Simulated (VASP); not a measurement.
# Ag3B (P-6m2) in VASP: electric field gradients with PBE

Aim: the electric field gradients of Ag3B with PBE.

All numbers are computed with VASP 6.6.1; they aren't measurements. Logs are shortened: lines on timing, memory, paths and dates and some standing lists are left out, and cuts for length are marked.

### 1 The cell of the first run

The structure is hexagonal, space group P-6m2 (No. 187). Conventional cell: a = 3.006 Å, b = 3.006 Å, c = 7.814 Å, α = 90.00°, β = 90.00°, γ = 120.00°. Within 4.0 Å of Ag (site symmetry -6m2) lie 12 Ag at 2.96 to 3.01 Å and 2 B at 3.91 Å. Ag (site symmetry 3m) has 3 B at 2.30 Å and 10 Ag at 2.96 to 3.02 Å within 3.1 Å. Within 3.1 Å of B (site symmetry -6m2) lie 6 Ag at 2.30 Å and 6 B at 3.01 Å.

### 2 Electric field gradients, PBE

File INCAR:

```
SYSTEM = Ag3B
PREC = Accurate
ENCUT = 520
EDIFF = 1E-8
ISMEAR = -1
SIGMA = 0.15
LREAL = .False.
LASPH = .True.
NELM = 100
ALGO = Fast
ISIF = 2
LWAVE = .False.
LCHARG = .False.
GGA = PE
LEFG = .True.
NBANDS = 26
```

File KPOINTS:

```
regular mesh
0
Gamma
  18 18 6
  0 0 0
```

File POSCAR:

```
Ag3B
1.0
    3.0062246919      0.0000000000      0.0000000000
   -1.5031123459      2.6034669526      0.0000000000
    0.0000000000      0.0000000000      7.8140050348
Ag B
3 1
Direct
    0.6666666667      0.3333333333      0.5000000000
    0.3333333333      0.6666666667      0.1929607398
    0.3333333333      0.6666666667      0.8070392602
    0.6666666667      0.3333333333      0.0000000000
```

Potentials or basis: VASP PAW PBE potentials, release 64 (Ag, B).

Run with:

```
> cat potpaw_PBE.64/Ag/POTCAR potpaw_PBE.64/B/POTCAR > POTCAR
> mpirun -np 1 vasp_std > vasp.out
```

OUTCAR:

```text
SYSTEM = Ag3B
   PREC = Accurate
   ENCUT = 520
   EDIFF = 1E-8
   ISMEAR = -1
   LREAL = .False.
   LASPH = .True.
   NELM = 100
   ISIF = 2
   GGA = PE

 ion  position               nearest neighbor table
   1  0.667  0.333  0.500-   2 2.96   3 2.96   2 2.96   3 2.96   2 2.96   3 2.96
   2  0.333  0.667  0.193-   4 2.30   4 2.30   4 2.30   1 2.96   1 2.96   1 2.96   3 3.02
   3  0.333  0.667  0.807-   4 2.30   4 2.30   4 2.30   1 2.96   1 2.96   1 2.96   2 3.02
   4  0.667  0.333  0.000-   2 2.30   3 2.30   2 2.30   3 2.30   2 2.30   3 2.30

  LATTYP: Found a hexagonal cell.
 ALAT       =     3.0062246919
 C/A-ratio  =     2.5992751160

  Lattice vectors:

 A1 = (   3.0062246919,   0.0000000000,   0.0000000000)
 A2 = (  -1.5031123459,   2.6034669526,   0.0000000000)
 A3 = (   0.0000000000,   0.0000000000,   7.8140050348)

Analysis of symmetry for initial positions (statically):
=====================================================================
 Subroutine PRICEL returns:
 Original cell was already a primitive cell.

 Routine SETGRP: Setting up the symmetry group for a
 hexagonal supercell.

 Subroutine GETGRP returns: Found 12 space group operations
 (whereof 12 operations were pure point group operations)
 out of a pool of 24 trial point group operations.

The static configuration has the point symmetry D_3h.

Analysis of symmetry for dynamics (positions and initial velocities):
=====================================================================
 Subroutine PRICEL returns:
 Original cell was already a primitive cell.

 Routine SETGRP: Setting up the symmetry group for a
 hexagonal supercell.

 Subroutine GETGRP returns: Found 12 space group operations
 (whereof 12 operations were pure point group operations)
 out of a pool of 24 trial point group operations.

The dynamic configuration has the point symmetry D_3h.

 Subroutine INISYM returns: Found 12 space group operations
 (whereof 12 operations are pure point group operations),
 and found     1 'primitive' translations

----------------------------------------------------------------------------------------

                                     Primitive cell

  volume of cell :      61.1571

[... 138 lines left out ...]

  energy without entropy =      -12.58117693  energy(sigma->0) =      -12.61981253

 E-fermi :   8.0509     XC(G=0): -11.9529

 val. band max:        8.0173324050   @ k =   0.2778   0.2778   0.1667
 cond. band min:       8.0557585401   @ k =   0.3333   0.2222   0.1667
 fundamental gap:      0.0384261351
 Fermi energy:         8.0508782424

 k-point     1 :       0.0000    0.0000    0.0000
  band No.  band energies     occupation
      1      -2.5102      2.00000
      2       0.8027      2.00000
      3       1.4621      2.00000
      4       1.9336      2.00000
      5       2.3593      2.00000
      6       2.3593      2.00000
[... 685 lines left out ...]
     25      17.4677      0.00000
     26      18.0168      0.00000

 [... further k-points ...]

------------------------ aborting loop because EDIFF is reached ----------------------------------------

  FORCE on cell =-STRESS in cart. coord.  units (eV):
  Direction    XX          YY          ZZ          XY          YZ          ZX
  --------------------------------------------------------------------------------------
  -------------------------------------------------------------------------------------
  Total       -0.0460844     -0.0460844     -0.0130186     -0.0000000      0.0000000     -0.0000000
  in kB       -1.2073069     -1.2073069     -0.3410579     -0.0000000      0.0000000     -0.0000000
  external PRESSURE =      -0.9185572 kB  Pullay stress =       0.0000000 kB

 VOLUME and BASIS-vectors are now :
 -----------------------------------------------------------------------------
  energy-cutoff  :      520.00
  volume of cell :       61.16
      direct lattice vectors                 reciprocal lattice vectors
     3.006224692  0.000000000  0.000000000     0.332643133  0.192051602  0.000000000
    -1.503112346  2.603466953  0.000000000     0.000000000  0.384103205  0.000000000
     0.000000000  0.000000000  7.814005035     0.000000000  0.000000000  0.127975346

 POSITION                                       TOTAL-FORCE (eV/Angst)
 -----------------------------------------------------------------------------------
      1.50311      0.86782      3.90700         0.000000      0.000000      0.000000
     -0.00000      1.73564      1.50780        -0.000000      0.000000      0.008864
     -0.00000      1.73564      6.30621         0.000000      0.000000     -0.008864
      1.50311      0.86782      0.00000         0.000000     -0.000000      0.000000
 -----------------------------------------------------------------------------------
    total drift:                                0.000000     -0.000000     -0.000000

  FREE ENERGIE OF THE ION-ELECTRON SYSTEM (eV)
  ---------------------------------------------------
  free  energy   TOTEN  =       -12.6584481245 eV

  energy  without entropy=      -12.5811769312  energy(sigma->0) =      -12.61981253

 Electric field gradients (V/A^2)
---------------------------------------------------------------------
 ion       V_xx      V_yy      V_zz      V_xy      V_xz      V_yz
---------------------------------------------------------------------
   1      11.880    11.879   -23.759    -0.000     0.000    -0.000
   2       1.211     1.211    -2.422    -0.000     0.000    -0.000
   3       1.211     1.211    -2.422    -0.000    -0.000     0.000
   4       6.043     6.043   -12.086     0.000     0.000     0.000
---------------------------------------------------------------------

 Electric field gradients after diagonalization (V/A^2)
 (convention: |V_zz| > |V_xx| > |V_yy|)
----------------------------------------------------------------------
 ion       V_xx      V_yy      V_zz     asymmetry (V_yy - V_xx)/ V_zz
----------------------------------------------------------------------
   1      11.880    11.879   -23.759       0.000
   2       1.211     1.211    -2.422       0.000
   3       1.211     1.211    -2.422       0.000
   4       6.043     6.043   -12.086       0.000
----------------------------------------------------------------------

           NMR quadrupolar parameters

 Cq : quadrupolar parameter    Cq=e*Q*V_zz/h
 eta: asymmetry parameters     (V_yy - V_xx)/ V_zz
 Q  : nuclear electric quadrupole moment in mb (millibarn)
----------------------------------------------------------------------
 ion       Cq(MHz)       eta       Q (mb)
----------------------------------------------------------------------
   1      -0.057       0.000       1.000
   2      -0.006       0.000       1.000
   3      -0.006       0.000       1.000
   4      -0.029       0.000       1.000
----------------------------------------------------------------------
```

stdout:

```text
POSCAR found type information on POSCAR AgB
 POSCAR found :  2 types and       4 ions
 scaLAPACK will be used
 LDA part: xc-table for (Slater+PW92), standard interpolation
 POSCAR, INCAR and KPOINTS ok, starting setup
 FFT: planning ... GRIDC
 FFT: planning ... GRID_SOFT
 FFT: planning ... GRID
 WAVECAR not read
 entering main loop
ion   1

ion   2

ion   3

ion   4
```

Wall time 11 min (1 thread of Oxide Virtual Turin-like, shared host); peak memory 0.29 GiB.

What came out:

```yaml
Free_energy: -12.6584 eV
Pressure: -0.1 GPa
Largest_force: 0.009 eV/Å
Band_gap_on_the_k_mesh: zero (bands 18 and 19 overlap by 2.16 eV)
Largest_electric_field_gradient_by_atom: Ag -23.8, -2.4 (each value once); B -12.1 V/Å²
```

Forces on the atoms (eV/Å):
```
Ag   0.000  0.000  0.000
Ag   0.000  0.000  0.009
Ag   0.000  0.000 -0.009
B    0.000  0.000  0.000
```

Stress tensor (GPa, compression positive):
```
-0.12  0.00  0.00
 0.00 -0.12  0.00
 0.00  0.00 -0.03
```

Electric field gradients, principal values (V/Å²):
```tsv
atom	least	middle	greatest (by size)
1 Ag	11.879	11.880	-23.759
2 Ag	1.211	1.211	-2.422
3 Ag	1.211	1.211	-2.422
4 B	6.043	6.043	-12.086
```

Caveat: without QUAD_EFG the Cq values of the log hold for a quadrupole moment of 1 mb, not for the nuclei.
